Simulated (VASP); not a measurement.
A run of VASP 6.6.1:

The input INCAR:

```
SYSTEM = Mg
PREC = Accurate
ENCUT = 600
EDIFF = 1E-6
ISMEAR = -1
SIGMA = 0.08
LREAL = .FALSE.
LASPH = .TRUE.
NELM = 80
ALGO = Normal
ISIF = 4
LWAVE = .FALSE.
LCHARG = .FALSE.
GGA = PE
IBRION = 2
NSW = 50
EDIFFG = -0.005
```

KPOINTS

```
Automatic mesh
0
G
  7 7 10
  0 0 0
```

Contents of POSCAR:

```
Mg
1.0
    3.9101905186      0.0000000000      0.0000000000
   -1.9550952593      3.3863243227      0.0000000000
    0.0000000000      0.0000000000      2.3745617729
Mg
3
Direct
    0.0000000000      0.0000000000      0.0000000000
    0.3333333333      0.6666666667      0.5000000000
    0.6666666667      0.3333333333      0.5000000000
```

Potentials or basis: VASP PAW PBE potentials, release 64 (Mg).

The run is started by

```bash
$ cat potpaw_PBE.64/Mg/POTCAR > POTCAR
$ mpirun -np 1 vasp_std > vasp.out
```

Hardware: 1 thread of Intel(R) Xeon(R) Platinum 8259CL CPU @ 2.50GHz (Skylake/Cascade Lake), with other jobs on the host.

Problem. Estimate the wall time of this run.

Solution. It took 18 s on 1 thread of Intel(R) Xeon(R) Platinum 8259CL CPU @ 2.50GHz (Skylake/Cascade Lake) (shared host), peak memory 0.15 GiB. Counts: scf iterations 20, k points 48, ion steps 3.
